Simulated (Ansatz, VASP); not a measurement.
**One calculation of Sb, two programs**

INCAR

```
ALGO = Normal
EDIFF = 1E-7
EDIFFG = -0.04
ENCUT = 600
GGA = PE
IBRION = 2
ISIF = 3
ISMEAR = 0
LASPH = True
LCHARG = False
LREAL = False
LWAVE = False
NELM = 100
NSW = 90
PREC = Accurate
SIGMA = 0.1
```

KPOINTS

```
k-points
0
Gamma
  4 4 4
```

The input POSCAR:

```
Sb
1.0
    0.0000000000      3.2448122108      3.2448122108
    3.2448122108      0.0000000000      3.2448122108
    3.2448122108      3.2448122108      0.0000000000
Sb
2
Direct
    0.5000000000      0.5000000000      0.5000000000
    0.7500000000      0.7500000000      0.7500000000
```

Input for Ansatz:

```yaml
crystal:
  lattice:
    - [0.0, 3.2448122108, 3.2448122108]
    - [3.2448122108, 0.0, 3.2448122108]
    - [3.2448122108, 3.2448122108, 0.0]
  atoms:
    - { symbol: Sb, position: [0.5, 0.5, 0.5] }
    - { symbol: Sb, position: [0.75, 0.75, 0.75] }
basis:
  ecutwfc: 420
kpoints:
  mp_grid: { grid: [4, 4, 4] }
hamiltonian:
  xc: pbe
scf:
  occupations: { method: gaussian, width: 0.1 }
  lower_state_search: "off"
output:
  forces: true
  stress: true
  eigenvalues: true
relax:
  adjacent_minimum: "off"
  f_tol: 0.04
  max_steps: 70
  cell: { stress_tol: 0.4 }
```

Alike in both runs: task relaxation of cell and atoms; functional PBE; k mesh 4 × 4 × 4; occupations gaussian, width 0.1 eV; no spin polarisation.

```csv
,VASP,Ansatz
version,VASP 6.6.1,Ansatz 0.2.0
potentials or method,"VASP PAW PBE potentials, release 64 (Sb), cutoff 600 eV","scalar-relativistic, plane waves, PAW"
valence electrons in the cell,10,30
```

```tsv
	VASP	Ansatz	Ansatz less VASP
gap on the k mesh at the Fermi level, each at its own relaxed structure (eV)	none	none	-
relaxed volume (Å³/atom)	41.83	41.75	-0.078
relaxed cell length with the largest relative difference (Å)	4.909	4.906	-0.0031
```

A gap of «none» marks a metal or a gap that the smearing closes. VASP's potentials hold 10 valence electrons a cell and Ansatz's 30, so a difference there can come from the potentials and not from the codes.

The k mesh is coarse, so the values compare programs but aren't converged. Neither program's run includes spin-orbit coupling. Noted on VASP's run: the volume moved by over 15 % at a fixed basis, so the end points are rough.
